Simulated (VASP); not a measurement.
A run of VASP 6.6.1:

File POSCAR:

```
Sb
1.0
    3.1600000000      0.0000000000      0.0000000000
    0.0000000000      3.1600000000      0.0000000000
    0.0000000000      0.0000000000      3.1600000000
Sb
1
Direct
    0.0000000000      0.0000000000      0.0000000000
```

Contents of INCAR.step1:

```
SYSTEM = Sb
PREC = Accurate
ENCUT = 500
EDIFF = 1E-5
ISMEAR = -1
SIGMA = 0.05
LREAL = .FALSE.
LASPH = .TRUE.
NELM = 300
ALGO = All
ISIF = 2
LWAVE = .TRUE.
LCHARG = .FALSE.
GGA = PE
NBANDS = 8
GGA_COMPAT = .FALSE.
ISEARCH = 1
KPAR = 4
```

File INCAR.step2:

```
SYSTEM = Sb
PREC = Accurate
ENCUT = 500
EDIFF = 1E-6
ISMEAR = -1
SIGMA = 0.05
LREAL = .FALSE.
LASPH = .TRUE.
NELM = 300
ALGO = All
ISIF = 2
LWAVE = .FALSE.
LCHARG = .FALSE.
METAGGA = R2SCAN
LHFCALC = .TRUE.
AEXX = 0.35
LMIXTAU = .TRUE.
PRECFOCK = Normal
ISTART = 1
NBANDS = 8
GGA_COMPAT = .FALSE.
ISEARCH = 1
KPAR = 4
```

KPOINTS

```
Automatic mesh
0
G
  5 5 5
  0 0 0
```

Potentials or basis: VASP PAW PBE potentials, release 64 (Sb).

Launch:

```sh
$ cat potpaw_PBE.64/Sb/POTCAR > POTCAR
$ cp INCAR.step1 INCAR
$ mpirun -np 4 vasp_std > vasp.out
$ cp INCAR.step2 INCAR
$ mpirun -np 4 vasp_std > vasp.out
```

Hardware: 4 MPI ranks on Intel(R) Xeon(R) Platinum 8259CL CPU @ 2.50GHz (Skylake/Cascade Lake), on a shared host.

Problem. Estimate the wall time of this run.

Solution. Run time: 7.1 min on 4 MPI ranks on Intel(R) Xeon(R) Platinum 8259CL CPU @ 2.50GHz (Skylake/Cascade Lake), with other jobs on the host, peak memory 0.14 GiB a rank. Counts: k points 10.
